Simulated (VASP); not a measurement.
# Sn in VASP: settings compared

Aim: see how the results for Sn move with the level of theory and the settings. Levels: PBEsol-based global hybrid with 25 % exact exchange, r2SCAN. Tasks: single point.

Program: VASP 6.6.1. These are calculated values, not measurements. Logs are shortened: lines on timing, memory, paths and dates and some standing lists are left out, and cuts for length are marked.

## 1. The cell of the first run

The structure is tetragonal, space group I4_1/amd (No. 141). Conventional cell: a = 5.935 Å, b = 5.935 Å, c = 3.007 Å, α = 90.00°, β = 90.00°, γ = 90.00°. Sn (site symmetry -4m2) has 10 Sn at 3.01 to 3.73 Å within 4.0 Å.

## 2. Single point, PBEsol-based global hybrid with 25 % exact exchange

POSCAR

```
Sn
1.0
   -2.9677460246      2.9677460246      1.5036060214
    2.9677460246     -2.9677460246      1.5036060214
    2.9677460246      2.9677460246     -1.5036060214
Sn
2
Direct
    0.0000000000      0.0000000000      0.0000000000
    0.7500000000      0.2500000000      0.5000000000
```

INCAR.step1

```
  ALGO = Normal
  EDIFF = 1E-5
  ENCUT = 520
  GGA = PE
  ISIF = 2
  ISMEAR = -1
  LASPH = T
  LCHARG = F
  LREAL = F
  LWAVE = T
  NBANDS = 21
  NELM = 80
  PREC = Accurate
  SIGMA = 0.05
```

INCAR.step2

```
  AEXX = 0.25
  ALGO = Normal
  EDIFF = 1E-6
  ENCUT = 520
  GGA = PS
  ISIF = 2
  ISMEAR = -1
  ISTART = 1
  LASPH = T
  LCHARG = F
  LHFCALC = T
  LREAL = F
  LWAVE = F
  NBANDS = 21
  NELM = 80
  PREC = Accurate
  PRECFOCK = Normal
  SIGMA = 0.05
```

KPOINTS

```
k-points
0
Gamma
  5 5 5
```

Potentials or basis: VASP PAW PBE potentials, release 64 (Sn_d).

Launch:

```console
$ cat potpaw_PBE.64/Sn_d/POTCAR > POTCAR
$ cp INCAR.step1 INCAR
$ mpirun -np 1 vasp_std > vasp.out
$ cp INCAR.step2 INCAR
$ mpirun -np 1 vasp_std > vasp.out
```

OUTCAR:

```text
AEXX = 0.25
   EDIFF = 1E-6
   ENCUT = 520
   GGA = PS
   ISIF = 2
   ISMEAR = -1
   ISTART = 1
   LASPH = T
   LHFCALC = T
   LREAL = F
   NELM = 80
   PREC = Accurate
   PRECFOCK = Normal

 ion  position               nearest neighbor table
   1  0.000  0.000  0.000-   2 3.06   2 3.06   2 3.06   2 3.06   2 3.73   2 3.73   2 3.73   2 3.73

   2  0.750  0.250  0.500-   1 3.06   1 3.06   1 3.06   1 3.06   1 3.73   1 3.73   1 3.73   1 3.73

  LATTYP: Found a body centered tetragonal cell.
 ALAT       =     5.9354920492
 C/A-ratio  =     0.5066491569

  Lattice vectors:

 A1 = (  -2.9677460246,   2.9677460246,   1.5036060214)
 A2 = (   2.9677460246,  -2.9677460246,   1.5036060214)
 A3 = (   2.9677460246,   2.9677460246,  -1.5036060214)

Analysis of symmetry for initial positions (statically):
=====================================================================
 Subroutine PRICEL returns:
 Original cell was already a primitive cell.

 Routine SETGRP: Setting up the symmetry group for a
 body centered tetragonal supercell.

 Subroutine GETGRP returns: Found 16 space group operations
 (whereof  8 operations were pure point group operations)
 out of a pool of 16 trial point group operations.

The static configuration has the point symmetry D_2d.
 The point group associated with its full space group is D_4h.

Analysis of symmetry for dynamics (positions and initial velocities):
=====================================================================
 Subroutine PRICEL returns:
 Original cell was already a primitive cell.

 Routine SETGRP: Setting up the symmetry group for a
 body centered tetragonal supercell.

 Subroutine GETGRP returns: Found 16 space group operations
 (whereof  8 operations were pure point group operations)
 out of a pool of 16 trial point group operations.

The dynamic configuration has the point symmetry D_2d.
 The point group associated with its full space group is D_4h.

 Subroutine INISYM returns: Found 16 space group operations
 (whereof  8 operations are pure point group operations),
 and found     1 'primitive' translations

----------------------------------------------------------------------------------------

                                     Primitive cell

  volume of cell :      52.9721

  direct lattice vectors                    reciprocal lattice vectors
    -2.967746025  2.967746025  1.503606021     0.000000000  0.168478029  0.332533917
     2.967746025 -2.967746025  1.503606021     0.168478029  0.000000000  0.332533917
     2.967746025  2.967746025 -1.503606021     0.168478029  0.168478029  0.000000000

  length of vectors
     4.458235525  4.458235525  4.458235525     0.372778288  0.372778288  0.238263913

  position of ions in fractional coordinates (direct lattice)
     0.000000000  0.000000000  0.000000000
     0.750000000  0.250000000  0.500000000

  ion indices of the primitive-cell ions
   primitive index   ion index
                 1           1
                 2           2

----------------------------------------------------------------------------------------

 KPOINTS: k-points

Automatic generation of k-mesh.
 Grid dimensions read from file:
 generate k-points for:    5    5    5

 Generating k-lattice:

  Cartesian coordinates                     Fractional coordinates (reciprocal lattice)
     0.000000000  0.033695606  0.066506783     0.200000000  0.000000000 -0.000000000
     0.033695606  0.000000000  0.066506783     0.000000000  0.200000000 -0.000000000
     0.033695606  0.033695606  0.000000000     0.000000000  0.000000000  0.200000000

  Length of vectors
     0.074555658  0.074555658  0.047652783

  Shift w.r.t. Gamma in fractional coordinates (k-lattice)
     0.000000000  0.000000000  0.000000000

 Subroutine IBZKPT returns following result:
 ===========================================

 Found     18 irreducible k-points:

 Following reciprocal coordinates:
            Coordinates               Weight
  0.000000  0.000000  0.000000      1.000000
  0.200000  0.000000 -0.000000      8.000000
  0.400000  0.000000  0.000000      8.000000
  0.200000  0.200000 -0.000000      8.000000
  0.400000  0.200000  0.000000     16.000000
 -0.400000  0.200000 -0.000000     16.000000
[... 10 lines left out ...]
 -0.400000  0.400000  0.400000      4.000000
 -0.400000 -0.400000  0.400000      2.000000
   k-points           NKPTS =     18   k-points in BZ     NKDIM =    125   number of bands    NBANDS=     21
   number of dos      NEDOS =    301   number of ions     NIONS =      2
   total plane-waves  NPLWV =  46656
   dimension x,y,z NGX =    36 NGY =   36 NGZ =   36
   dimension x,y,z NGXF=    72 NGYF=   72 NGZF=   72
   ions per type =               2
   NGX,Y,Z   is equivalent  to a cutoff of  13.42, 13.42, 13.42 a.u.
   NGXF,Y,Z  is equivalent  to a cutoff of  26.85, 26.85, 26.85 a.u.
 SYSTEM =  unknown system
   PREC   = accura    normal or accurate (medium, high low for compatibility)
   ISTART =      1    job   : 0-new  1-cont  2-samecut
   ICHARG =      0    charge: 1-file 2-atom 10-const
   ISPIN  =      1    spin polarized calculation?
   LNONCOLLINEAR =      F non collinear calculations
   LSORBIT =      F    spin-orbit coupling
   LASPH  =      T    aspherical Exc in radial PAW
   ENCUT  =  520.0 eV  38.22 Ry    6.18 a.u.   8.29  8.29  8.29*2*pi/ulx,y,z
   NELM   =     80;   NELMIN=  2; NELMDL=  0     # of ELM steps
   EDIFF  = 0.1E-05   stopping-criterion for ELM
   LREAL  =      F    real-space projection
   EDIFFG = 0.1E-04   stopping-criterion for IOM
   NSW    =      0    number of steps for IOM
   IBRION =     -1    ionic relax: 0-MD 1-quasi-New 2-CG
   NFREE  =      0    steps in history (QN), initial steepest desc. (CG)
   ISIF   =      2    stress and relaxation
   ISYM   =      3    0-nonsym 1-usesym 2-fastsym
   POTIM  = 0.5000    time-step for ionic-motion
   TEBEG  =    0.0;   TEEND  =   0.0 temperature during run
   PSTRESS=    0.0 pullay stress
   NELECT =      28.0000    total number of electrons
   NUPDOWN=      -1.0000    fix difference up-down
   EMIN   =  10.00;   EMAX   =-10.00  energy-range for DOS
   EFERMI =   0.00;   METHOD = LEGACY
   ISMEAR =    -1;   SIGMA  =   0.05  broadening in eV -4-tet -1-fermi 0-gaus
   EFERMI_NEDOS =   21; number of points for ismear=-14 and -15
   IALGO  =     38    algorithm
   IMIX   =      1    mixing-type and parameters
     AMIX     =   0.40;   BMIX     =  1.00
     AMIX_MAG =   1.60;   BMIX_MAG =  1.00
  volume/ion in A,a.u.               =      26.49       178.74
  Fermi-wavevector in a.u.,A,eV,Ry     =   1.323666  2.501366 23.838646  1.752091
  Thomas-Fermi vector in A             =   2.453257
   LORBIT       =      0    0 simple, 1 ext, 2 COOP (PROOUT), +10 PAW based schemes
   GGA     = PS    functional components
   LHFCALC =     T    Hartree Fock is set to
   PRECFOCK=normal    Normal, Fast or Accurate (Low or Medium for compatibility)
   ENCUT4O =  -1.0   cutoff for four orbital integrals eV
   NKREDX  =     1    reduce k-point grid by
   NKREDY  =     1    reduce k-point grid by
   NKREDZ  =     1    reduce k-point grid by
   AEXX    =    0.2500 exact exchange contribution
   HFSCREEN=    0.0000 screening length (either q_TF or 0.3 A-1)
   HFSCREENC=   0.0000 screening length for correlation (either q_TF or 0.3 A-1)
   ENCUTFOCK=  -1.0 apply spherical cutoff to Coloumb kernel
   IVDW    =     0    specifies the selected vdW correction
   LEPSILON=     F    determine dielectric tensor
   LRPA    =     F    only Hartree local field effects (RPA)
 non-spin polarized calculation
  energy-cutoff  :      520.00
  volume of cell :       52.97
 maximum number of plane-waves:      1453
 NGX is ok and might be reduce to    36
  NGX = 28; NGY = 28; NGZ = 28

 number of electron      27.9999995 magnetization

 Free energy of the ion-electron system (eV)
  ---------------------------------------------------
  ext. energy  EPLUGINS =         0.00000000
  ---------------------------------------------------
  free energy    TOTEN  =       -10.50232902 eV

  energy without entropy =      -10.49513070  energy(sigma->0) =      -10.49872986

 E-fermi :   8.0661     XC(G=0):  -8.3312

 val. band max:        7.4015610947   @ k =   0.2000   0.0000  -0.0000
 cond. band min:       8.1209991313   @ k =   0.4000   0.2000   0.0000
 fundamental gap:      0.7194380367
 Fermi energy:         8.0660684694

 k-point     1 :       0.0000    0.0000    0.0000
  band No.  band energies     occupation
      1     -16.2689      2.00000
      2     -16.2547      2.00000
      3     -16.2186      2.00000
      4     -16.1271      2.00000
      5     -15.9276      2.00000
      6     -15.9276      2.00000
[... 13 lines left out ...]
     20      18.5132      0.00000
     21      19.1145      0.00000

 k-point     2 :       0.2000    0.0000   -0.0000
  band No.  band energies     occupation
      1     -16.2267      2.00000
      2     -16.1421      2.00000
      3     -16.0971      2.00000
      4     -16.0781      2.00000
      5     -16.0007      2.00000
      6     -15.9815      2.00000
[... 13 lines left out ...]
     20      17.2953      0.00000
     21      17.3473      0.00000

 k-point     3 :       0.4000    0.0000    0.0000
  band No.  band energies     occupation
      1     -16.1848      2.00000
      2     -16.1103      2.00000
      3     -16.0990      2.00000
      4     -16.0590      2.00000
      5     -16.0285      2.00000
      6     -16.0257      2.00000
[... 13 lines left out ...]
     20      16.7156      0.00000
     21      19.2218      0.00000
[... 313 lines left out ...]
 k-point    17 :      -0.4000    0.4000    0.4000
  band No.  band energies     occupation
      1     -16.2670      2.00000
      2     -16.2620      2.00000
      3     -16.0464      2.00000
      4     -15.9976      2.00000
      5     -15.9929      2.00000
      6     -15.9684      2.00000
[... 13 lines left out ...]
     20      20.7656      0.00000
     21      22.7713      0.00000

 k-point    18 :      -0.4000   -0.4000    0.4000
  band No.  band energies     occupation
      1     -16.1621      2.00000
      2     -16.1581      2.00000
      3     -16.0013      2.00000
      4     -15.9992      2.00000
      5     -15.9964      2.00000
      6     -15.9964      2.00000
[... 13 lines left out ...]
     20      20.1034      0.00000
     21      21.4139      0.00000

------------------------ aborting loop because EDIFF is reached ----------------------------------------

  FORCE on cell =-STRESS in cart. coord.  units (eV):
  Direction    XX          YY          ZZ          XY          YZ          ZX
  --------------------------------------------------------------------------------------
  -------------------------------------------------------------------------------------
  Total       -0.0458674     -0.0458674     -0.0176247      0.0000000      0.0000000      0.0000000
  in kB       -1.3872890     -1.3872890     -0.5330707      0.0000000      0.0000000      0.0000000
  external PRESSURE =      -1.1025496 kB  Pullay stress =       0.0000000 kB

 VOLUME and BASIS-vectors are now :
 -----------------------------------------------------------------------------
  energy-cutoff  :      520.00
  volume of cell :       52.97
      direct lattice vectors                 reciprocal lattice vectors
    -2.967746025  2.967746025  1.503606021     0.000000000  0.168478029  0.332533917
     2.967746025 -2.967746025  1.503606021     0.168478029  0.000000000  0.332533917
     2.967746025  2.967746025 -1.503606021     0.168478029  0.168478029  0.000000000

 POSITION                                       TOTAL-FORCE (eV/Angst)
 -----------------------------------------------------------------------------------
      0.00000      0.00000      0.00000        -0.000000     -0.000000     -0.000000
      0.00000      2.96775      0.75180         0.000000      0.000000      0.000000
 -----------------------------------------------------------------------------------
    total drift:                               -0.000000     -0.000000      0.000000

  FREE ENERGIE OF THE ION-ELECTRON SYSTEM (eV)
  ---------------------------------------------------
  free  energy   TOTEN  =       -10.5023290184 eV

  energy  without entropy=      -10.4951306966  energy(sigma->0) =      -10.49872986
```

Run time: 2.3 h. Hardware: 1 thread of AMD EPYC 7R13 (Zen 3), shared host; peak memory 0.21 GiB.

What came out:

| Item | Value |
| --- | --- |
| Free energy | -10.5023 eV |
| Pressure | -0.1 GPa |
| Band gap on the k mesh | zero (bands 14 and 15 overlap by 3.30 eV) |

Stress tensor (GPa, compression positive):
```
-0.14  0.00  0.00
 0.00 -0.14  0.00
 0.00  0.00 -0.05
```

Caveat: the k points lie up to 0.47 Å⁻¹ apart, too coarse for converged energies and pressures of a metal; the PAW data sets were made with another functional, which shifts forces and pressure a little; spin-orbit coupling is left out, which moves the levels of the heavy elements.

(Part 1 of 2 ends here.)

The gap in the log of VASP goes by the Fermi energy; the results here count the filled bands.